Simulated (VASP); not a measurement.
# YAl3N4 (P-43m) in VASP: further runs, part 2 of 2

VASP 6.6.1.

## 4. Single point, PBE

This run uses another cell than the first one, of 12.42 Å³/atom.

The input, INCAR:

```
SYSTEM = YAl3N4
ALGO = Normal
EDIFF = 1E-7
ENCUT = 520
GGA = PE
ISIF = 2
ISMEAR = 0
LASPH = .TRUE.
LCHARG = .FALSE.
LREAL = .FALSE.
LWAVE = .FALSE.
NBANDS = 30
NELM = 80
PREC = Accurate
SIGMA = 0.02
```

The input, KPOINTS:

```
k-points
0
G
  6 6 6
  0 0 0
```

The input, POSCAR:

```
YAl3N4
1.0
    4.6318920449      0.0000000000      0.0000000000
    0.0000000000      4.6318920449      0.0000000000
    0.0000000000      0.0000000000      4.6318920449
Y Al N
1 3 4
Direct
    0.5000000000      0.5000000000      0.5000000000
    0.5000000000      0.0000000000      0.0000000000
    0.0000000000      0.0000000000      0.5000000000
    0.0000000000      0.5000000000      0.0000000000
    0.7721785442      0.2278214558      0.7721785442
    0.7721785442      0.7721785442      0.2278214558
    0.2278214558      0.2278214558      0.2278214558
    0.2278214558      0.7721785442      0.7721785442
```

Potentials or basis: VASP PAW PBE potentials, release 64 (Y_sv, Al, N).

On the command line:

```
> cat potpaw_PBE.64/Y_sv/POTCAR potpaw_PBE.64/Al/POTCAR potpaw_PBE.64/N/POTCAR > POTCAR
> mpirun -np 1 vasp_std > vasp.out
```

OUTCAR:

```text
SYSTEM = YAl3N4
   EDIFF = 1E-7
   ENCUT = 520
   GGA = PE
   ISIF = 2
   ISMEAR = 0
   LASPH = .TRUE.
   LREAL = .FALSE.
   NELM = 80
   PREC = Accurate

 ion  position               nearest neighbor table
   1  0.500  0.500  0.500-   5 2.18   6 2.18   7 2.18   8 2.18   3 3.28   4 3.28   2 3.28   2 3.28
                             4 3.28   2 3.28   3 3.28   2 3.28   3 3.28   4 3.28   4 3.28   3 3.28
   2  0.500  0.000  0.000-   5 1.95   6 1.95   7 1.95   8 1.95   3 3.28   4 3.28   1 3.28   1 3.28
                             3 3.28   1 3.28   4 3.28   1 3.28   3 3.28   4 3.28   3 3.28   4 3.28
   3  0.000  0.000  0.500-   5 1.95   6 1.95   7 1.95   8 1.95   2 3.28   4 3.28   1 3.28   2 3.28
                             4 3.28   1 3.28   4 3.28   4 3.28   1 3.28   2 3.28   2 3.28   1 3.28
   4  0.000  0.500  0.000-   5 1.95   6 1.95   7 1.95   8 1.95   2 3.28   3 3.28   1 3.28   1 3.28
                             3 3.28   2 3.28   3 3.28   3 3.28   1 3.28   2 3.28   1 3.28   2 3.28
   5  0.772  0.228  0.772-   2 1.95   3 1.95   4 1.95   1 2.18
   6  0.772  0.772  0.228-   2 1.95   3 1.95   4 1.95   1 2.18
   7  0.228  0.228  0.228-   2 1.95   3 1.95   4 1.95   1 2.18
   8  0.228  0.772  0.772-   2 1.95   3 1.95   4 1.95   1 2.18

  LATTYP: Found a simple cubic cell.
 ALAT       =     4.6318920449

  Lattice vectors:

[... 197 lines left out ...]
      3     -15.2385      2.00000
      4     -15.2385      2.00000
      5      -9.4370      2.00000
      6      -7.1487      2.00000
[... 649 lines left out ...]
     29      12.5872      0.00000
     30      13.9304      0.00000

------------------------ aborting loop because EDIFF is reached ----------------------------------------

  FORCE on cell =-STRESS in cart. coord.  units (eV):
  Direction    XX          YY          ZZ          XY          YZ          ZX
  --------------------------------------------------------------------------------------
  -------------------------------------------------------------------------------------
  Total       -0.1659848     -0.1659848     -0.1659848      0.0000000      0.0000000     -0.0000000
  in kB       -2.6761086     -2.6761086     -2.6761086      0.0000000      0.0000000     -0.0000000
  external PRESSURE =      -2.6761086 kB  Pullay stress =       0.0000000 kB

 VOLUME and BASIS-vectors are now :
 -----------------------------------------------------------------------------
  energy-cutoff  :      520.00
  volume of cell :       99.37
      direct lattice vectors                 reciprocal lattice vectors
     4.631892045  0.000000000  0.000000000     0.215894496  0.000000000  0.000000000
     0.000000000  4.631892045  0.000000000     0.000000000  0.215894496  0.000000000
     0.000000000  0.000000000  4.631892045     0.000000000  0.000000000  0.215894496

 POSITION                                       TOTAL-FORCE (eV/Angst)
 -----------------------------------------------------------------------------------
      2.31595      2.31595      2.31595         0.000000      0.000000     -0.000000
      2.31595      0.00000      0.00000         0.000000      0.000000      0.000000
      0.00000      0.00000      2.31595         0.000000     -0.000000      0.000000
      0.00000      2.31595      0.00000         0.000000     -0.000000      0.000000
      3.57665      1.05524      3.57665        -0.003498      0.003498     -0.003498
      3.57665      3.57665      1.05524        -0.003498     -0.003498      0.003498
      1.05524      1.05524      1.05524         0.003498      0.003498      0.003498
      1.05524      3.57665      3.57665         0.003498     -0.003498     -0.003498
 -----------------------------------------------------------------------------------
    total drift:                               -0.000000     -0.000000     -0.000000

  FREE ENERGIE OF THE ION-ELECTRON SYSTEM (eV)
  ---------------------------------------------------
  free  energy   TOTEN  =       -60.7216145440 eV

  energy  without entropy=      -60.7216145440  energy(sigma->0) =      -60.72161454
```

OSZICAR:

```text
N       E                     dE             d eps       ncg     rms          rms(c)
DAV:   1     0.188434161772E+03    0.18843E+03   -0.19313E+04  1200   0.124E+03
DAV:   2    -0.550410410216E+02   -0.24348E+03   -0.23348E+03  1502   0.282E+02
DAV:   3    -0.713889788548E+02   -0.16348E+02   -0.16267E+02  1752   0.693E+01
DAV:   4    -0.719499164729E+02   -0.56094E+00   -0.56028E+00  1748   0.976E+00
DAV:   5    -0.719593247080E+02   -0.94082E-02   -0.94079E-02  1576   0.121E+00    0.438E+01
DAV:   6    -0.605064361955E+02    0.11453E+02   -0.46286E+01  1456   0.347E+01    0.333E+01
DAV:   7    -0.607375909172E+02   -0.23115E+00   -0.35373E+00  1552   0.854E+00    0.207E+01
DAV:   8    -0.607663120364E+02   -0.28721E-01   -0.73050E-01  1404   0.468E+00    0.270E+00
DAV:   9    -0.607210911794E+02    0.45221E-01   -0.25717E-01  1428   0.230E+00    0.561E-01
DAV:  10    -0.607214769686E+02   -0.38579E-03   -0.10502E-02  1426   0.581E-01    0.300E-01
DAV:  11    -0.607215917339E+02   -0.11477E-03   -0.92380E-04  1582   0.193E-01    0.912E-02
DAV:  12    -0.607216171425E+02   -0.25409E-04   -0.17529E-04  1736   0.636E-02    0.265E-02
DAV:  13    -0.607216154527E+02    0.16898E-05   -0.15246E-05  1426   0.204E-02    0.168E-02
DAV:  14    -0.607216148973E+02    0.55544E-06   -0.50251E-06  1492   0.117E-02    0.109E-02
DAV:  15    -0.607216144916E+02    0.40569E-06   -0.16114E-06  1528   0.724E-03    0.429E-03
DAV:  16    -0.607216145440E+02   -0.52408E-07   -0.13607E-07   992   0.192E-03
   1 F= -.60721615E+02 E0= -.60721615E+02  d E =-.514021E-25
```

stdout:

```text
POSCAR found type information on POSCAR Y AlN
 POSCAR found :  3 types and       8 ions
 scaLAPACK will be used
 LDA part: xc-table for (Slater+PW92), standard interpolation
 POSCAR, INCAR and KPOINTS ok, starting setup
 FFT: planning ... GRIDC
 FFT: planning ... GRID_SOFT
 FFT: planning ... GRID
 WAVECAR not read
 entering main loop
```

Run time: 82 s. Hardware: 1 thread of Intel Xeon 8259CL, shared host; peak memory 0.24 GiB.

What came out:

* Free energy: -60.7216 eV
* Pressure: -0.3 GPa
* Largest force: 0.006 eV/Å
* Band gap on the k mesh: 2.32 eV (least direct gap 3.04 eV)

Forces in eV/Å, atoms in the order of the input:
```
Y    0.000  0.000  0.000
Al   0.000  0.000  0.000
Al   0.000  0.000  0.000
Al   0.000  0.000  0.000
N   -0.003  0.003 -0.003
N   -0.003 -0.003  0.003
N    0.003  0.003  0.003
N    0.003 -0.003 -0.003
```

Levels at points of the mesh, in eV from the valence-band top:
```csv
k point,band 17,band 18,band 19,band 20,band 21,band 22,band 23,band 24
"(0.00, 0.00, 0.00)",-1.55,-0.71,-0.71,-0.71,2.32,2.97,2.97,2.97
"(0.50, 0.00, 0.00)",-1.93,-1.05,0.00,0.00,4.28,4.28,4.29,4.41
"(0.50, 0.50, 0.00)",-1.29,-0.76,-0.23,-0.23,4.83,5.16,5.81,5.81
"(0.50, 0.50, 0.50)",-1.18,-0.45,-0.45,-0.45,5.05,5.05,5.05,5.55
```

## 5. Relaxation of cell and atoms, PBE

This run uses another cell than the first one, of 13.97 Å³/atom.

The input, INCAR:

```
SYSTEM = YAl3N4
ALGO = Normal
EDIFF = 1E-7
EDIFFG = -0.04
ENCUT = 600
GGA = PE
IBRION = 2
ISIF = 3
ISMEAR = 0
LASPH = .True.
LCHARG = .False.
LREAL = .False.
LWAVE = .False.
NELM = 80
NSW = 90
PREC = Accurate
SIGMA = 0.1
```

The input, KPOINTS:

```
k-points
0
Gamma
  4 4 4
  0 0 0
```

The input, POSCAR:

```
YAl3N4
1.0
    4.8166802000      0.0000000000      0.0000000000
    0.0000000000      4.8166802000      0.0000000000
    0.0000000000      0.0000000000      4.8166802000
Y Al N
1 3 4
Direct
    0.5000000000      0.5000000000      0.5000000000
    0.5000000000      0.0000000000      0.0000000000
    0.0000000000      0.0000000000      0.5000000000
    0.0000000000      0.5000000000      0.0000000000
    0.7500000000      0.2500000000      0.7500000000
    0.7500000000      0.7500000000      0.2500000000
    0.2500000000      0.2500000000      0.2500000000
    0.2500000000      0.7500000000      0.7500000000
```

Potentials or basis: VASP PAW PBE potentials, release 64 (Y_sv, Al, N).

On the command line:

```
> cat potpaw_PBE.64/Y_sv/POTCAR potpaw_PBE.64/Al/POTCAR potpaw_PBE.64/N/POTCAR > POTCAR
> mpirun -np 1 vasp_std > vasp.out
```

OUTCAR:

```text
SYSTEM = YAl3N4
   EDIFF = 1E-7
   EDIFFG = -0.04
   ENCUT = 600
   GGA = PE
   IBRION = 2
   ISIF = 3
   ISMEAR = 0
   LASPH = .True.
   LREAL = .False.
   NELM = 80
   NSW = 90
   PREC = Accurate

 ion  position               nearest neighbor table
   1  0.500  0.500  0.500-   5 2.09   6 2.09   7 2.09   8 2.09   3 3.41   4 3.41   2 3.41   2 3.41
                             4 3.41   2 3.41   3 3.41   2 3.41   3 3.41   4 3.41   4 3.41   3 3.41
   2  0.500  0.000  0.000-   5 2.09   6 2.09   7 2.09   8 2.09   1 3.41   1 3.41   1 3.41   1 3.41

   3  0.000  0.000  0.500-   5 2.09   6 2.09   7 2.09   8 2.09   1 3.41   1 3.41   1 3.41   1 3.41

   4  0.000  0.500  0.000-   5 2.09   6 2.09   7 2.09   8 2.09   1 3.41   1 3.41   1 3.41   1 3.41

   5  0.750  0.250  0.750-   1 2.09   2 2.09   3 2.09   4 2.09
   6  0.750  0.750  0.250-   1 2.09   2 2.09   3 2.09   4 2.09
   7  0.250  0.250  0.250-   1 2.09   2 2.09   3 2.09   4 2.09
   8  0.250  0.750  0.750-   1 2.09   2 2.09   3 2.09   4 2.09

  LATTYP: Found a simple cubic cell.
 ALAT       =     4.8166802000

  Lattice vectors:

 A1 = (   4.8166802000,   0.0000000000,   0.0000000000)
 A2 = (   0.0000000000,   4.8166802000,   0.0000000000)
 A3 = (   0.0000000000,   0.0000000000,   4.8166802000)

Analysis of symmetry for initial positions (statically):
[... 162 lines left out ...]
--------------------------------------- Ionic step        1  -------------------------------------------

 number of electron      39.9999991 magnetization

 Free energy of the ion-electron system (eV)
  ---------------------------------------------------
  ext. energy  EPLUGINS =         0.00000000
  ---------------------------------------------------
  free energy    TOTEN  =       -58.81279844 eV

  energy without entropy =      -58.81279844  energy(sigma->0) =      -58.81279844

------------------------ aborting loop because EDIFF is reached ----------------------------------------

  FORCE on cell =-STRESS in cart. coord.  units (eV):
  Direction    XX          YY          ZZ          XY          YZ          ZX
  --------------------------------------------------------------------------------------
  -------------------------------------------------------------------------------------
  Total       -6.5450854     -6.5450854     -6.5450854      0.0000000     -0.0000000      0.0000000
  in kB      -93.8388035    -93.8388035    -93.8388035      0.0000000     -0.0000000      0.0000000
  external PRESSURE =     -93.8388035 kB  Pullay stress =       0.0000000 kB
[... 113 lines left out ...]
--------------------------------------- Ionic step        4  -------------------------------------------

 number of electron      40.0000001 magnetization

 Free energy of the ion-electron system (eV)
  ---------------------------------------------------
  ext. energy  EPLUGINS =         0.00000000
  ---------------------------------------------------
  free energy    TOTEN  =       -60.74177263 eV

  energy without entropy =      -60.74177263  energy(sigma->0) =      -60.74177263

 E-fermi :   5.4201     XC(G=0): -10.6154

 val. band max:        4.9646694350   @ k =   0.5000   0.0000   0.0000
 cond. band min:       7.3186835884   @ k =   0.0000   0.0000   0.0000
 fundamental gap:      2.3540141534
 Fermi energy:         5.4200945941

 k-point     1 :       0.0000    0.0000    0.0000
  band No.  band energies     occupation
      1     -34.7585      2.00000
      2     -15.1771      2.00000
      3     -15.1771      2.00000
      4     -15.1771      2.00000
      5      -9.4205      2.00000
      6      -7.1107      2.00000
[... 304 lines left out ...]
  FREE ENERGIE OF THE ION-ELECTRON SYSTEM (eV)
  ---------------------------------------------------
  free  energy   TOTEN  =       -60.7417726339 eV

  energy  without entropy=      -60.7417726339  energy(sigma->0) =      -60.74177263

 reached required accuracy - stopping structural energy minimisation
```

OSZICAR:

```text
N       E                     dE             d eps       ncg     rms          rms(c)
DAV:   1     0.225879883232E+03    0.22588E+03   -0.21174E+04   500   0.165E+03
DAV:   2    -0.494236359352E+02   -0.27530E+03   -0.26791E+03   728   0.334E+02
DAV:   3    -0.686272403089E+02   -0.19204E+02   -0.19162E+02   758   0.869E+01
[... 46 lines left out ...]
DAV:   5    -0.607417642219E+02   -0.87466E-04   -0.16761E-04   700   0.695E-02    0.326E-02
DAV:   6    -0.607417706356E+02   -0.64137E-05   -0.37550E-05   727   0.321E-02    0.109E-02
DAV:   7    -0.607417719178E+02   -0.12822E-05   -0.66346E-06   768   0.125E-02    0.740E-03
DAV:   8    -0.607417725645E+02   -0.64667E-06   -0.97197E-07   550   0.679E-03    0.196E-03
DAV:   9    -0.607417726339E+02   -0.69383E-07   -0.83418E-08   377   0.172E-03
   4 F= -.60741773E+02 E0= -.60741773E+02  d E =-.207820E-03
```

Run time: 3.3 min. Hardware: 1 thread of Intel Xeon 8259CL, shared host; peak memory 0.27 GiB.

What came out:

```
Free energy                           : -60.7418 eV
Relaxed volume                        : 12.36 Å³/atom
Relaxed cell                          : a = 4.624 Å, b = 4.624 Å, c = 4.624 Å, α = 90.00°, β = 90.00°, γ = 90.00°
Space group after relaxing (to 0.1 Å) : P-43m (No. 215)
Energy gained by relaxing             : 241.1 meV/atom
Ionic steps                           : 4
Pressure after relaxing               : 0.5 GPa
Band gap on the k mesh                : 2.35 eV (least direct gap 3.08 eV)
```

Step by step:
| step | energy change (eV) | largest force (eV/Å) | pressure (GPa) | volume (Å³) |
| --- | --- | --- | --- | --- |
| 1 | 0.0000 | 4.0119 | -9.38 | 111.75 |
| 2 | -1.9263 | 0.1974 | 0.00 | 99.03 |
| 3 | -1.9288 | 0.0437 | -0.57 | 99.46 |
| 4 | -1.9290 | 0.0346 | 0.49 | 98.85 |

Final structure:
```
Y Al N
1.0
     4.62365    0.00000    0.00000
     0.00000    4.62365    0.00000
     0.00000    0.00000    4.62365
Y Al N
1 3 4
Cartesian
  2.3118 2.3118 2.3118
  2.3118 0.0000 0.0000
  0.0000 0.0000 2.3118
  0.0000 2.3118 0.0000
  3.5698 1.0539 3.5698
  3.5698 3.5698 1.0539
  1.0539 1.0539 1.0539
  1.0539 3.5698 3.5698
```

## 6. Relaxation of cell and atoms, PBE

The input, INCAR:

```
PREC     = Accurate       # precision mode
ENCUT    = 600            # plane-wave cutoff, eV
EDIFF    = 1E-7           # SCF threshold, eV
ISMEAR   = 0              # smearing method
SIGMA    = 0.02           # smearing width, eV
LREAL    = F              # projectors in reciprocal space
LASPH    = T              # aspherical terms in the spheres
NELM     = 100            # most SCF steps
ALGO     = Normal         # electronic algorithm
ISIF     = 3              # what is computed and relaxed
LWAVE    = F              # write WAVECAR
LCHARG   = F              # write CHGCAR
GGA      = PE             # functional
IBRION   = 2              # ionic algorithm
NSW      = 100            # ionic steps
EDIFFG   = -0.01          # ionic threshold
```

The input, KPOINTS:

```
Automatic mesh
0
Gamma
  6 6 6
```

The input, POSCAR:

```
YAl3N4
1.0
    4.6350757979      0.0000000000      0.0000000000
    0.0000000000      4.6350757979      0.0000000000
    0.0000000000      0.0000000000      4.6350757979
Y Al N
1 3 4
Direct
    0.5000000000      0.5000000000      0.5000000000
    0.5000000000      0.0000000000      0.0000000000
    0.0000000000      0.0000000000      0.5000000000
    0.0000000000      0.5000000000      0.0000000000
    0.7722684646      0.2277315354      0.7722684646
    0.7722684646      0.7722684646      0.2277315354
    0.2277315354      0.2277315354      0.2277315354
    0.2277315354      0.7722684646      0.7722684646
```

Potentials or basis: VASP PAW PBE potentials, release 64 (Y_sv, Al, N).

On the command line:

```
> cat potpaw_PBE.64/Y_sv/POTCAR potpaw_PBE.64/Al/POTCAR potpaw_PBE.64/N/POTCAR > POTCAR
> mpirun -np 1 vasp_std > vasp.out
```

Wall time 3.9 min (1 thread of Intel Xeon 8259CL, shared host); peak memory 0.29 GiB.

Results (log left out):

```yaml
Free_energy: -60.7281 eV
Relaxed_volume: 12.39 Å³/atom
Relaxed_cell: a = 4.628 Å, b = 4.628 Å, c = 4.628 Å, α = 90.00°, β = 90.00°, γ = 90.00°
Space_group_after_relaxing_to_0.1_Å: P-43m (No. 215)
Energy_gained_by_relaxing: 0.1 meV/atom
Ionic_steps: 3
Pressure_after_relaxing: 0.0 GPa
Band_gap_on_the_k_mesh: 2.34 eV (least direct gap 3.05 eV)
```

Forces in eV/Å, atoms in the order of the input:
```
Y    0.000  0.000  0.000
Al   0.000  0.000  0.000
Al   0.000  0.000  0.000
Al   0.000  0.000  0.000
N    0.002 -0.002  0.002
N    0.002  0.002 -0.002
N   -0.002 -0.002 -0.002
N   -0.002  0.002  0.002
```

Step by step:
```tsv
step	energy change (eV)	largest force (eV/Å)	pressure (GPa)	volume (Å³)
1	0.0000	0.0300	-0.72	99.58
2	-0.0002	0.0316	0.63	98.78
3	-0.0010	0.0028	0.00	99.15
```

Final structure:
```yaml
crystal:
  lattice:
    - [4.62840, 0.00000, 0.00000]
    - [0.00000, 4.62840, 0.00000]
    - [0.00000, 0.00000, 4.62840]
  atoms:
    - { symbol: Y, position: [0.50000, 0.50000, 0.50000] }
    - { symbol: Al, position: [0.50000, 0.00000, 0.00000] }
    - { symbol: Al, position: [0.00000, 0.00000, 0.50000] }
    - { symbol: Al, position: [0.00000, 0.50000, 0.00000] }
    - { symbol: N, position: [0.77217, 0.22783, 0.77217] }
    - { symbol: N, position: [0.77217, 0.77217, 0.22783] }
    - { symbol: N, position: [0.22783, 0.22783, 0.22783] }
    - { symbol: N, position: [0.22783, 0.77217, 0.77217] }
```

Levels at points of the mesh, in eV from the valence-band top:
```csv
k point,band 18,band 19,band 20,band 21,band 22,band 23
"(0.00, 0.00, 0.00)",-0.72,-0.72,-0.72,2.34,2.97,2.97
"(0.50, 0.00, 0.00)",-1.05,0.00,0.00,4.29,4.29,4.29
"(0.50, 0.50, 0.00)",-0.77,-0.23,-0.23,4.84,5.17,5.82
"(0.50, 0.50, 0.50)",-0.45,-0.45,-0.45,5.06,5.06,5.06
```

A k mesh can miss the band edges.

## 7. The runs side by side

| task | cell | k mesh | cutoff (eV) | smearing | gap on the mesh (eV) | pressure (GPa) | relaxed volume (Å³/atom) | largest force (eV/Å) |
| --- | --- | --- | --- | --- | --- | --- | --- | --- |
| single point | a = 4.635 Å, 8 atoms, atomic positions A | 4 × 4 × 4 | 520 | gaussian 0.1 eV | 2.31 | -0.6 | - | 0.03 |
| single point | a = 4.817 Å, 8 atoms, atomic positions B | 4 × 4 × 4 | 520 | gaussian 0.1 eV | 1.97 | -9.3 | - | - |
| single point | a = 4.632 Å, 8 atoms, atomic positions A | 6 × 6 × 6 | 520 | gaussian 0.02 eV | 2.32 | -0.3 | - | 0.01 |
| relaxation of cell and atoms | relaxed from a = 4.817 Å, 8 atoms, atomic positions B | 4 × 4 × 4 | 600 | gaussian 0.1 eV | 2.35 | 0.5 | 12.36 | - |
| relaxation of cell and atoms | relaxed from a = 4.635 Å, 8 atoms, atomic positions A | 6 × 6 × 6 | 600 | gaussian 0.02 eV | 2.34 | 0.0 | 12.39 | - |

Alike in all rows: level PBE; potentials or basis VASP PAW PBE potentials, release 64 (Y_sv, Al, N); no spin polarisation.

Caveats: the cell stands under tension (at least some runs).

Absolute energies hang on the potentials; compare differences alone.
